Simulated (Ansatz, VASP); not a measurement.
**One calculation of GaN, two programs**

The input POSCAR:

```
GaN
1.0
    3.1586570750      0.0000000000      0.0000000000
   -1.5793285375      2.7354772688      0.0000000000
    0.0000000000      0.0000000000      5.1313278144
Ga N
2 2
Direct
    0.6666666667      0.3333333333      0.5000000000
    0.3333333333      0.6666666667      0.0000000000
    0.6666666667      0.3333333333      0.8750000000
    0.3333333333      0.6666666667      0.3750000000
```

File INCAR.step1:

```
SYSTEM = GaN
PREC     = Accurate       ! precision mode
ENCUT    = 910            ! plane-wave cutoff, eV
ISMEAR   = -1             ! smearing method
SIGMA    = 0.05           ! smearing width, eV
LREAL    = .False.        ! projectors in reciprocal space
LASPH    = .True.         ! aspherical terms in the spheres
NELM     = 120            ! most SCF steps
NBANDS   = 26             ! bands
GGA      = PE             ! functional
ALGO     = Normal         ! electronic algorithm
EDIFF    = 1E-5           ! SCF threshold, eV
LWAVE    = .True.         ! write WAVECAR
LCHARG   = .False.        ! write CHGCAR
GGA_COMPAT= .False.
```

File INCAR.step2:

```
SYSTEM = GaN
PREC     = Accurate       ! precision mode
ENCUT    = 910            ! plane-wave cutoff, eV
EDIFF    = 1E-6           ! SCF threshold, eV
ISMEAR   = -1             ! smearing method
SIGMA    = 0.05           ! smearing width, eV
LREAL    = .False.        ! projectors in reciprocal space
LASPH    = .True.         ! aspherical terms in the spheres
NELM     = 120            ! most SCF steps
ALGO     = Normal         ! electronic algorithm
ISIF     = 2              ! what is computed and relaxed
LWAVE    = .False.        ! write WAVECAR
LCHARG   = .False.        ! write CHGCAR
METAGGA  = R2SCAN         ! meta-GGA
LMIXTAU  = .True.       
IVDW     = 13             ! dispersion correction
VDW_S6   = 1.0          
VDW_S8   = 0.6018749    
VDW_A1   = 0.51559235   
VDW_A2   = 5.77342911   
NBANDS   = 26             ! bands
ISTART   = 1            
GGA_COMPAT= .False.
```

The input KPOINTS:

```
Automatic mesh
0
Gamma
  10 10 5
  0 0 0
```

input.yaml

```yaml
crystal:
  lattice:
    - [3.158657075, 0.0, 0.0]
    - [-1.5793285375, 2.7354772688, 0.0]
    - [0.0, 0.0, 5.1313278144]
  atoms:
    - { symbol: Ga, position: [0.6666666667, 0.3333333333, 0.5] }
    - { symbol: Ga, position: [0.3333333333, 0.6666666667, 0.0] }
    - { symbol: "N", position: [0.6666666667, 0.3333333333, 0.875] }
    - { symbol: "N", position: [0.3333333333, 0.6666666667, 0.375] }
hamiltonian:
  xc: r2scan
  pseudopotentials: { kind: paw }
  dispersion: d4
kpoints:
  mp_grid: { grid: [10, 10, 5] }
scf:
  occupations: { method: fermi_dirac, width: 0.05 }
output:
  forces: true
  stress: true
  eigenvalues: true
```

Alike in both runs: task single point; functional r2SCAN; dispersion D4; k mesh 10 × 10 × 5; occupations fermi-dirac, width 0.05 eV; no spin polarisation.

|  | VASP | Ansatz |
| --- | --- | --- |
| version | VASP 6.6.1 | Ansatz 0.2.0 |
| potentials or method | VASP PAW PBE potentials, release 64 (Ga_d, N_h) | Ansatz PAW |
| plane-wave cutoff (eV) | 910 | 500 |
| valence electrons in the cell | 36 | 36 |

VASP gave:

* gap on the k mesh at the Fermi level (eV): 2.51
* least direct gap on the mesh (eV): 2.51
* rms of the force components (eV/Å): 0.087

Question: Estimate Ansatz's values.

Answer: gap on the k mesh at the Fermi level (eV): 2.52; least direct gap on the mesh (eV): 2.52; rms of the force components (eV/Å): 0.086.

VASP's potentials were made for PBE, not for r2SCAN. Atom by atom the forces differ by 0.001 eV/Å (rms over components).

Noted on VASP's run: the cutoff is short for stress, so the pressure is rough. Noted on Ansatz's run: odd divisions of the mesh miss points on the zone boundary, where band edges often lie, so the gap on the mesh can be too wide.
